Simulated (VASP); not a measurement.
# Ag: single point with PBEsol

Crystal: Ag.

```
CELL_PARAMETERS angstrom
0.00000 1.97921 2.17713
1.97921 0.00000 2.17713
1.97921 1.97921 0.00000
ATOMIC_POSITIONS crystal
Ag 0.00000 0.00000 0.00000
```

This cell differs from its parent crystal: ratio of the length along z to the lengths across it x 1.1, volume and fractional coordinates fixed.

```
Program                : VASP 6.6.1
Task                   : single point
Functional             : PBEsol
Potentials or basis    : VASP PAW PBE potentials, release 64 (Ag)
Cutoff                 : 520 eV
k mesh                 : 22 × 22 × 22
Occupations            : gaussian, width 0.15 eV
Spin                   : no spin polarisation
Dipole correction      : no
Further INCAR settings : ALGO = Fast; EDIFF = 1e-06; NBANDS = 12
```

- Pressure: -2.4 GPa
- Band gap on the k mesh: zero (an odd number of electrons rules out a gap without spin polarisation)

Stress tensor (GPa, compression positive):
```
-0.69  0.00  0.00
 0.00 -0.69  0.00
 0.00  0.00 -5.67
```

Levels at points of the mesh, in eV from the Fermi level:
| k point | band 4 | band 5 | band 6 | band 7 | band 8 | band 9 |
| --- | --- | --- | --- | --- | --- | --- |
| (0.00, 0.00, 0.00) | -4.57 | -4.11 | -3.45 | 16.09 | 18.70 | 19.95 |
| (0.50, 0.00, 0.00) | -3.07 | -2.85 | -0.46 | 3.60 | 14.50 | 17.50 |
| (0.50, 0.50, 0.00) | -2.79 | -2.79 | 0.51 | 5.18 | 11.75 | 11.75 |
| (0.50, 0.00, 0.50) | -3.00 | -2.49 | 2.08 | 7.49 | 10.05 | 10.12 |

Run time: 3.2 min on 1 thread of Intel Xeon 8259CL, with other jobs on the host, peak memory 0.28 GiB.

Caveat: the PAW data sets were made with another functional, which shifts forces and pressure a little.
